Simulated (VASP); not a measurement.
# I (Im-3m) in VASP: notebook

Runs on I. Level: PBEsol. Tasks: single point.

Everything below comes from runs of VASP 6.6.1. Logs are shortened: lines on timing, memory, paths and dates and some standing lists are left out, and cuts for length are marked.

### 1 The cell of the first run

The structure is cubic, space group Im-3m (No. 229). The conventional cell has a = 4.093 Å, b = 4.093 Å, c = 4.093 Å, α = 90.00°, β = 90.00°, γ = 90.00°. Within 4.7 Å of I (site symmetry m-3m) lie 14 I at 3.55 to 4.09 Å.

### 2 Single point, PBEsol

INCAR

```
PREC = Accurate ; ENCUT = 500
EDIFF = 1E-6 ; ISMEAR = -1
SIGMA = 0.1 ; LREAL = False
LASPH = True ; NELM = 120
ALGO = Normal ; ISIF = 2
LWAVE = False ; LCHARG = True
GGA = PS ; LELF = True
LVHAR = True ; NBANDS = 10
GGA_COMPAT = False
```

KPOINTS

```
Automatic mesh
0
Gamma
  8 8 8
```

POSCAR

```
I
1.0
   -2.0467227259      2.0467227259      2.0467227259
    2.0467227259     -2.0467227259      2.0467227259
    2.0467227259      2.0467227259     -2.0467227259
I
1
Direct
    0.0000000000      0.0000000000      0.0000000000
```

Potentials or basis: VASP PAW PBE potentials, release 64 (I).

Run with:

```console
$ cat potpaw_PBE.64/I/POTCAR > POTCAR
$ mpirun -np 1 vasp_std > vasp.out
```

OUTCAR:

```text
PREC = Accurate
   ENCUT = 500
   EDIFF = 1E-6
   ISMEAR = -1
   LREAL = False
   LASPH = True
   NELM = 120
   ISIF = 2
   GGA = PS

 ion  position               nearest neighbor table
   1  0.000  0.000  0.000-

  LATTYP: Found a body centered cubic cell.
 ALAT       =     4.0934454518

  Lattice vectors:

 A1 = (  -2.0467227259,   2.0467227259,   2.0467227259)
 A2 = (   2.0467227259,  -2.0467227259,   2.0467227259)
 A3 = (   2.0467227259,   2.0467227259,  -2.0467227259)

Analysis of symmetry for initial positions (statically):
=====================================================================
 Subroutine PRICEL returns:
 Original cell was already a primitive cell.

 Routine SETGRP: Setting up the symmetry group for a
 body centered cubic supercell.

 Subroutine GETGRP returns: Found 48 space group operations
 (whereof 48 operations were pure point group operations)
 out of a pool of 48 trial point group operations.

The static configuration has the point symmetry O_h .

Analysis of symmetry for dynamics (positions and initial velocities):
=====================================================================
 Subroutine PRICEL returns:
 Original cell was already a primitive cell.

 Routine SETGRP: Setting up the symmetry group for a
 body centered cubic supercell.

 Subroutine GETGRP returns: Found 48 space group operations
 (whereof 48 operations were pure point group operations)
 out of a pool of 48 trial point group operations.

The dynamic configuration has the point symmetry O_h .

 Subroutine INISYM returns: Found 48 space group operations
 (whereof 48 operations are pure point group operations),
 and found     1 'primitive' translations

----------------------------------------------------------------------------------------

                                     Primitive cell

  volume of cell :      34.2955

  direct lattice vectors                    reciprocal lattice vectors
    -2.046722726  2.046722726  2.046722726     0.000000000  0.244292983  0.244292983
     2.046722726 -2.046722726  2.046722726     0.244292983  0.000000000  0.244292983
     2.046722726  2.046722726 -2.046722726     0.244292983  0.244292983  0.000000000

  length of vectors
     3.545027750  3.545027750  3.545027750     0.345482450  0.345482450  0.345482450

  position of ions in fractional coordinates (direct lattice)
     0.000000000  0.000000000  0.000000000

  ion indices of the primitive-cell ions
   primitive index   ion index
                 1           1

----------------------------------------------------------------------------------------

 KPOINTS: Automatic mesh

Automatic generation of k-mesh.
 Grid dimensions read from file:
 generate k-points for:    8    8    8

 Generating k-lattice:

  Cartesian coordinates                     Fractional coordinates (reciprocal lattice)
     0.000000000  0.030536623  0.030536623     0.125000000  0.000000000  0.000000000
     0.030536623  0.000000000  0.030536623     0.000000000  0.125000000  0.000000000
     0.030536623  0.030536623  0.000000000     0.000000000  0.000000000  0.125000000

  Length of vectors
     0.043185306  0.043185306  0.043185306

  Shift w.r.t. Gamma in fractional coordinates (k-lattice)
     0.000000000  0.000000000  0.000000000

 Subroutine IBZKPT returns following result:
 ===========================================

 Found     29 irreducible k-points:

 Following reciprocal coordinates:
            Coordinates               Weight
  0.000000  0.000000  0.000000      1.000000
  0.125000  0.000000  0.000000     12.000000
  0.250000  0.000000  0.000000     12.000000
  0.375000  0.000000  0.000000     12.000000
  0.500000  0.000000  0.000000      6.000000
  0.125000  0.125000  0.000000     24.000000
[... 16 lines left out ...]
 -0.250000  0.250000  0.250000      6.000000
 -0.375000  0.375000  0.250000     24.000000
 [... further k-points ...]
   k-points           NKPTS =     29   k-points in BZ     NKDIM =     29   number of bands    NBANDS=     10
   number of dos      NEDOS =    301   number of ions     NIONS =      1
   total plane-waves  NPLWV =  21952
   dimension x,y,z NGX =    28 NGY =   28 NGZ =   28
   dimension x,y,z NGXF=    56 NGYF=   56 NGZF=   56
   ions per type =               1
   NGX,Y,Z   is equivalent  to a cutoff of  13.13, 13.13, 13.13 a.u.
   NGXF,Y,Z  is equivalent  to a cutoff of  26.26, 26.26, 26.26 a.u.
 SYSTEM =  unknown system
   PREC   = accura    normal or accurate (medium, high low for compatibility)
   ISTART =      0    job   : 0-new  1-cont  2-samecut
   ICHARG =      2    charge: 1-file 2-atom 10-const
   ISPIN  =      1    spin polarized calculation?
   LNONCOLLINEAR =      F non collinear calculations
   LSORBIT =      F    spin-orbit coupling
   LASPH  =      T    aspherical Exc in radial PAW
   ENCUT  =  500.0 eV  36.75 Ry    6.06 a.u.   6.46  6.46  6.46*2*pi/ulx,y,z
   NELM   =    120;   NELMIN=  2; NELMDL= -5     # of ELM steps
   EDIFF  = 0.1E-05   stopping-criterion for ELM
   LREAL  =      F    real-space projection
   EDIFFG = 0.1E-04   stopping-criterion for IOM
   NSW    =      0    number of steps for IOM
   IBRION =     -1    ionic relax: 0-MD 1-quasi-New 2-CG
   NFREE  =      0    steps in history (QN), initial steepest desc. (CG)
   ISIF   =      2    stress and relaxation
   ISYM   =      2    0-nonsym 1-usesym 2-fastsym
   POTIM  = 0.5000    time-step for ionic-motion
   TEBEG  =    0.0;   TEEND  =   0.0 temperature during run
   PSTRESS=    0.0 pullay stress
   NELECT =       7.0000    total number of electrons
   NUPDOWN=      -1.0000    fix difference up-down
   EMIN   =  10.00;   EMAX   =-10.00  energy-range for DOS
   EFERMI =   0.00;   METHOD = LEGACY
   ISMEAR =    -1;   SIGMA  =   0.10  broadening in eV -4-tet -1-fermi 0-gaus
   EFERMI_NEDOS =   21; number of points for ismear=-14 and -15
   IALGO  =     38    algorithm
   IMIX   =      4    mixing-type and parameters
     AMIX     =   0.40;   BMIX     =  1.00
     AMIX_MAG =   1.60;   BMIX_MAG =  1.00
  volume/ion in A,a.u.               =      34.30       231.44
  Fermi-wavevector in a.u.,A,eV,Ry     =   0.963892  1.821492 12.641014  0.929088
  Thomas-Fermi vector in A             =   2.093477
   LORBIT       =      0    0 simple, 1 ext, 2 COOP (PROOUT), +10 PAW based schemes
   GGA     = PS    functional components
   LHFCALC =     F    Hartree Fock is set to
   AEXX    =    0.0000 exact exchange contribution
   IVDW    =     0    specifies the selected vdW correction
   LEPSILON=     F    determine dielectric tensor
   LRPA    =     F    only Hartree local field effects (RPA)
 non-spin polarized calculation
  energy-cutoff  :      500.00
  volume of cell :       34.30
 maximum number of plane-waves:       895
 NGX is ok and might be reduce to    28
   NGX = 13   NGY = 13   NGZ = 13

 number of electron       7.0000000 magnetization

 Free energy of the ion-electron system (eV)
  ---------------------------------------------------
  ext. energy  EPLUGINS =         0.00000000
  ---------------------------------------------------
  free energy    TOTEN  =        -1.38990904 eV

  energy without entropy =       -1.32956049  energy(sigma->0) =       -1.35973477

 E-fermi :   4.7397     XC(G=0):  -9.3664

 val. band max:        4.7392974227   @ k =  -0.2500   0.2500   0.1250
 cond. band min:       4.7765902374   @ k =   0.2500   0.2500   0.0000
 fundamental gap:      0.0372928147
 Fermi energy:         4.7397342682

 k-point     1 :       0.0000    0.0000    0.0000
  band No.  band energies     occupation
      1      -8.9408      2.00000
      2       5.6790      0.00017
      3       5.6790      0.00017
      4       5.6790      0.00017
      5      11.7457      0.00000
      6      14.5096      0.00000
      7      14.5096      0.00000
      8      14.5096      0.00000
      9      16.7649      0.00000
     10      16.7649      0.00000

 k-point     2 :       0.1250    0.0000    0.0000
  band No.  band energies     occupation
      1      -8.7592      2.00000
      2       4.5257      1.78959
      3       5.3450      0.00469
      4       5.6262      0.00028
      5      12.4662      0.00000
      6      13.7344      0.00000
      7      14.1353      0.00000
      8      15.3213      0.00000
      9      15.9172      0.00000
     10      16.0901      0.00000

 k-point     3 :       0.2500    0.0000    0.0000
  band No.  band energies     occupation
      1      -8.2641      2.00000
      2       2.4507      2.00000
      3       4.6721      1.32590
      4       5.4939      0.00106
      5      11.5870      0.00000
      6      12.6851      0.00000
      7      15.3530      0.00000
      8      15.9748      0.00000
      9      17.2321      0.00000
     10      17.4128      0.00000

 k-point     4 :       0.3750    0.0000    0.0000
  band No.  band energies     occupation
      1      -7.6495      2.00000
      2       0.6968      2.00000
      3       4.1202      1.99593
      4       5.3559      0.00421
      5      10.6328      0.00000
      6      11.9971      0.00000
      7      16.6326      0.00000
      8      16.7663      0.00000
      9      19.1358      0.00000
     10      20.2839      0.00000

 k-point     5 :       0.5000    0.0000    0.0000
  band No.  band energies     occupation
      1      -7.3383      2.00000
      2      -0.0170      2.00000
      3       3.9160      1.99947
      4       5.2977      0.00752
      5      10.3033      0.00000
      6      11.7627      0.00000
      7      17.4869      0.00000
      8      18.1608      0.00000
      9      18.4624      0.00000
     10      18.9852      0.00000

 k-point     6 :       0.1250    0.1250    0.0000
  band No.  band energies     occupation
      1      -8.4195      2.00000
      2       3.1195      2.00000
      3       4.8244      0.60048
      4       5.3217      0.00592
      5      12.5310      0.00000
      6      13.1139      0.00000
      7      14.1310      0.00000
      8      15.3989      0.00000
      9      17.0911      0.00000
     10      17.4529      0.00000

 k-point     7 :       0.2500    0.1250    0.0000
  band No.  band energies     occupation
      1      -7.8519      2.00000
      2       1.4745      2.00000
      3       3.9307      1.99939
      4       5.0852      0.06129
      5      11.6341      0.00000
      6      12.7023      0.00000
      7      15.0487      0.00000
      8      16.6931      0.00000
      9      18.1797      0.00000
     10      19.6768      0.00000

 k-point     8 :       0.3750    0.1250    0.0000
  band No.  band energies     occupation
      1      -7.3543      2.00000
      2       0.3285      2.00000
      3       3.3958      2.00000
      4       4.9423      0.23308
      5      11.0620      0.00000
      6      12.5035      0.00000
      7      16.0025      0.00000
      8      17.4582      0.00000
      9      19.3660      0.00000
     10      20.2146      0.00000

 k-point     9 :       0.2500    0.2500    0.0000
  band No.  band energies     occupation
      1      -7.3701      2.00000
      2       0.8581      2.00000
      3       2.6179      2.00000
      4       4.7766      0.81778
      5      11.7623      0.00000
      6      13.2636      0.00000
      7      15.8151      0.00000
      8      16.6552      0.00000
      9      18.6515      0.00000
     10      20.4345      0.00000
[... 118 lines left out ...]
 k-point    19 :       0.5000    0.5000    0.1250
  band No.  band energies     occupation
      1      -7.2073      2.00000
      2       0.1978      2.00000
      3       3.5308      1.99999
      4       4.6020      1.59698
      5      11.0132      0.00000
      6      12.6502      0.00000
      7      14.9803      0.00000
      8      15.1668      0.00000
      9      21.5921      0.00000
     10      22.3722      0.00000

 k-point    20 :      -0.3750    0.5000    0.1250
  band No.  band energies     occupation
      1      -7.1204      2.00000
      2       0.7017      2.00000
      3       2.5314      2.00000
      4       4.5118      1.81427
      5      11.5263      0.00000
      6      12.6506      0.00000
      7      14.0402      0.00000
      8      15.9700      0.00000
      9      19.5787      0.00000
     10      22.8649      0.00000

 k-point    21 :      -0.3750   -0.3750    0.1250
  band No.  band energies     occupation
      1      -6.9477      2.00000
      2       1.2711      2.00000
      3       1.2711      2.00000
      4       4.5907      1.63232
      5      12.3376      0.00000
      6      12.4987      0.00000
      7      12.4987      0.00000
      8      18.6846      0.00000
      9      18.6846      0.00000
     10      20.7476      0.00000

 k-point    22 :       0.2500    0.2500    0.2500
  band No.  band energies     occupation
      1      -7.1002      2.00000
      2       1.9163      2.00000
      3       1.9163      2.00000
      4       1.9163      2.00000
      5      15.5774      0.00000
      6      15.5774      0.00000
      7      15.5774      0.00000
      8      19.5464      0.00000
      9      19.5464      0.00000
     10      20.8442      0.00000

 k-point    23 :      -0.2500    0.2500    0.2500
  band No.  band energies     occupation
      1      -7.6567      2.00000
      2       2.2984      2.00000
      3       3.5773      1.99998
      4       3.5773      1.99998
      5      10.9818      0.00000
      6      14.4984      0.00000
      7      15.2795      0.00000
      8      15.2795      0.00000
      9      16.3532      0.00000
     10      18.4729      0.00000

 k-point    24 :      -0.3750    0.3750    0.2500
  band No.  band energies     occupation
      1      -7.1242      2.00000
      2       1.3183      2.00000
      3       2.9969      2.00000
      4       3.3516      2.00000
      5      10.4801      0.00000
      6      13.0569      0.00000
      7      15.0892      0.00000
      8      15.5825      0.00000
      9      18.8958      0.00000
     10      19.6784      0.00000

 [... further k-points ...]
[... 5 lines left out ...]
  --------------------------------------------------------------------------------------
  -------------------------------------------------------------------------------------
  Total       -0.2158350     -0.2158350     -0.2158350     -0.0000000     -0.0000000      0.0000000
  in kB      -10.0831302    -10.0831302    -10.0831302     -0.0000000     -0.0000000      0.0000000
  external PRESSURE =     -10.0831302 kB  Pullay stress =       0.0000000 kB

 VOLUME and BASIS-vectors are now :
 -----------------------------------------------------------------------------
  energy-cutoff  :      500.00
  volume of cell :       34.30
      direct lattice vectors                 reciprocal lattice vectors
    -2.046722726  2.046722726  2.046722726     0.000000000  0.244292983  0.244292983
     2.046722726 -2.046722726  2.046722726     0.244292983  0.000000000  0.244292983
     2.046722726  2.046722726 -2.046722726     0.244292983  0.244292983  0.000000000

 POSITION                                       TOTAL-FORCE (eV/Angst)
 -----------------------------------------------------------------------------------
      0.00000      0.00000      0.00000        -0.000000     -0.000000     -0.000000
 -----------------------------------------------------------------------------------
    total drift:                                0.000000      0.000000      0.000000

  FREE ENERGIE OF THE ION-ELECTRON SYSTEM (eV)
  ---------------------------------------------------
  free  energy   TOTEN  =        -1.3899090435 eV

  energy  without entropy=       -1.3295604929  energy(sigma->0) =       -1.35973477
```

Run time: 12 s. Hardware: 1 thread of Intel Xeon 8259CL, shared host; peak memory 0.16 GiB.

What came out:

| Property | Result |
| --- | --- |
| Free energy | -1.3899 eV |
| Pressure | -1.0 GPa |
| Band gap on the k mesh | zero (an odd number of electrons rules out a gap without spin polarisation) |

Levels at points of the mesh, in eV from the Fermi level:
```
           k point  band 1  band 2  band 3  band 4  band 5  band 6  band 7  band 8
(0.00, 0.00, 0.00)  -13.68    0.94    0.94    0.94    7.01    9.77    9.77    9.77
(0.50, 0.00, 0.00)  -12.08   -4.76   -0.82    0.56    5.56    7.02   12.75   13.42
(0.50, 0.50, 0.50)  -11.03   -2.76   -2.76   -2.76    4.17    4.17   16.38   16.38
```

Caveat: the PAW data sets were made with another functional, which shifts forces and pressure a little; spin-orbit coupling is left out, which moves the levels of the heavy elements; an odd number of electrons without spin polarisation forces a metal; a magnetic or distorted state may lie lower.

### 3 Single point, PBEsol

This run uses another cell than the first one, of 35.03 Å³/atom.

INCAR

```
ALGO = Normal
EDIFF = 1E-6
ENCUT = 500
GGA = PS
GGA_COMPAT = F
ISIF = 2
ISMEAR = -1
LASPH = T
LCHARG = T
LELF = T
LREAL = F
LVHAR = T
LWAVE = F
NBANDS = 10
NELM = 120
PREC = Accurate
SIGMA = 0.1
```

KPOINTS

```
k-points
0
Gamma
  8 8 8
```

POSCAR

```
I
1.0
   -2.0611367411      2.0611367411      2.0611367411
    2.0611367411     -2.0611367411      2.0611367411
    2.0611367411      2.0611367411     -2.0611367411
I
1
Direct
    0.0000000000      0.0000000000      0.0000000000
```

Potentials or basis: VASP PAW PBE potentials, release 64 (I).

Run with:

```console
$ cat potpaw_PBE.64/I/POTCAR > POTCAR
$ mpirun -np 1 vasp_std > vasp.out
```

It took 13 s on 1 thread of Intel Xeon 8259CL, shared host; peak memory 0.16 GiB.

Results (log left out):

```
Free energy            : -1.3842 eV
Pressure               : -1.5 GPa
Band gap on the k mesh : zero (an odd number of electrons rules out a gap without spin polarisation)
```

Levels at points of the mesh, in eV from the Fermi level:
```csv
k point,band 2,band 3,band 4,band 5,band 6,band 7
"(0.00, 0.00, 0.00)",0.90,0.90,0.90,6.88,9.77,9.77
"(0.50, 0.00, 0.00)",-4.61,-0.80,0.54,5.60,7.07,12.73
"(0.50, 0.50, 0.50)",-2.68,-2.68,-2.68,4.27,4.27,16.24
```

Caveat: the PAW data sets were made with another functional, which shifts forces and pressure a little; spin-orbit coupling is left out, which moves the levels of the heavy elements; an odd number of electrons without spin polarisation forces a metal; a magnetic or distorted state may lie lower.

(Continued in part 2 of 2.)
